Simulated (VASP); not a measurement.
Here is a VASP 6.6.1 calculation.

The input INCAR:

```
SYSTEM = MnAu
PREC = Accurate ; ENCUT = 520
EDIFF = 1E-6 ; ISMEAR = -1
SIGMA = 0.025 ; LREAL = .FALSE.
LASPH = .TRUE. ; NELM = 150
ALGO = Normal ; ISIF = 2
LWAVE = .FALSE. ; LCHARG = .FALSE.
ISPIN = 2 ; MAGMOM = 3.9 -3.9 0 0
LORBIT = 11 ; LMAXMIX = 4
GGA = CA ; NBANDS = 36
```

The input KPOINTS:

```
regular mesh
0
G
  9 9 5
  0 0 0
```

The input POSCAR:

```
MnAu
1.0
    3.1887250000      0.0000000000      0.0000000000
    0.0000000000      3.1887250000      0.0000000000
    0.0000000000      0.0000000000      6.6197260000
Mn Au
2 2
Direct
    0.5000000000      0.5000000000      0.2500000000
    0.5000000000      0.5000000000      0.7500000000
    0.0000000000      0.0000000000      0.0000000000
    0.0000000000      0.0000000000      0.5000000000
```

Potentials or basis: VASP PAW LDA potentials, release 64 (Mn_pv, Au).

Launch:

```console
$ cat potpaw_LDA.64/Mn_pv/POTCAR potpaw_LDA.64/Au/POTCAR > POTCAR
$ mpirun -np 1 vasp_std > vasp.out
```

Problem. Predict the pressure.

Solution. -14.0 GPa.

Problem. Predict the band gap on the k mesh.

Solution. Zero (filled and empty bands overlap).

Problem. Predict the net moment.

Solution. 0.00 μB per cell.

Problem. Predict the site moments.

Solution. Mn +3.80, -3.80; Au +0.00 μB.

Stress tensor (GPa, compression positive):
```
-13.04   0.00   0.00
  0.00 -13.04   0.00
  0.00   0.00 -15.85
```

Caveat: the cell stands under tension; the antiferromagnetic order is the one typed at the start, and another may lie lower; spin-orbit coupling is left out, which moves the levels of the heavy elements.
